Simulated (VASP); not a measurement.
Crystal: AlB3Sb4.

```
Al B Sb
1.0
     3.89026   -0.03535    0.07300
    -0.03535    3.90775    0.05691
     0.21183    0.16515   11.02368
Al B Sb
1 3 4
Direct
  0.98348 0.00711 0.50286
  0.03919 0.99813 0.02067
  0.47202 0.47670 0.22782
  0.45528 0.57348 0.75987
  0.55357 0.00268 0.12219
  0.97002 0.50856 0.33828
  0.49367 0.95497 0.66478
  0.03277 0.47837 0.86353
```

| Quantity | Value |
| --- | --- |
| Program | VASP 6.6.1 |
| Task | relaxation of cell and atoms |
| Functional | PBE |
| Potentials or basis | VASP PAW PBE potentials, release 64 (Al, B, Sb) |
| Cutoff | 500 eV |
| k mesh | 6 × 6 × 2 |
| Occupations | gaussian, width 0.2 eV |
| Spin | no spin polarisation |

At the start: pressure 8.6 GPa; volume 20.93 Å³/atom.

Problem. How do energy, volume and symmetry change on relaxing?

Solution. Over 20 steps the energy falls by 490.3 meV/atom and the volume is 21.07 Å³/atom (+0.6 %); space group P1 (No. 1, to 0.1 Å) before, P-4m2 (No. 115, to 0.1 Å).

The path:
```csv
step,energy change (eV),largest force (eV/Å),pressure (GPa),volume (Å³)
1,0.0000,11.0417,8.55,167.47
2,-2.0433,1.6705,-5.39,195.03
3,-2.9553,2.6789,-3.57,180.70
4,-3.6577,1.1097,-1.11,171.50
5,-3.6639,1.0437,-0.70,170.61
6,-3.8053,0.5396,0.63,167.34
7,-3.8064,0.5627,0.79,167.03
8,-3.8621,0.3477,0.03,168.48
9,-3.8691,0.4244,-0.31,169.21
10,-3.8971,0.3258,-0.18,168.87
11,-3.9018,0.2887,-0.08,168.65
12,-3.9174,0.1354,0.16,168.12
13,-3.9176,0.1480,0.19,168.05
14,-3.9201,0.0886,-0.11,168.69
15,-3.9201,0.0873,-0.10,168.68
16,-3.9214,0.0579,-0.03,168.52
17,-3.9215,0.0656,0.00,168.47
18,-3.9222,0.0350,0.04,168.38
19,-3.9223,0.0452,0.06,168.35
20,-3.9226,0.0246,-0.04,168.56
```

Final structure:
```cif
data_structure
_symmetry_space_group_name_H-M 'P 1'
_symmetry_Int_Tables_number 1
_cell_length_a 3.8756
_cell_length_b 3.8758
_cell_length_c 11.2217
_cell_angle_alpha 89.999
_cell_angle_beta 90.014
_cell_angle_gamma 90.003
_cell_volume 168.56
loop_
_atom_site_label
_atom_site_type_symbol
_atom_site_fract_x
_atom_site_fract_y
_atom_site_fract_z
_atom_site_occupancy
Al1 Al 0.99745 0.00171 0.49985 1
B1 B 0.00016 0.99964 0.00018 1
B2 B 0.50061 0.49784 0.22910 1
B3 B 0.50179 0.50051 0.77095 1
Sb1 Sb 0.49999 0.99803 0.11480 1
Sb2 Sb 0.00053 0.50173 0.34398 1
Sb3 Sb 0.49778 0.00082 0.65580 1
Sb4 Sb 0.00170 0.49971 0.88535 1
```
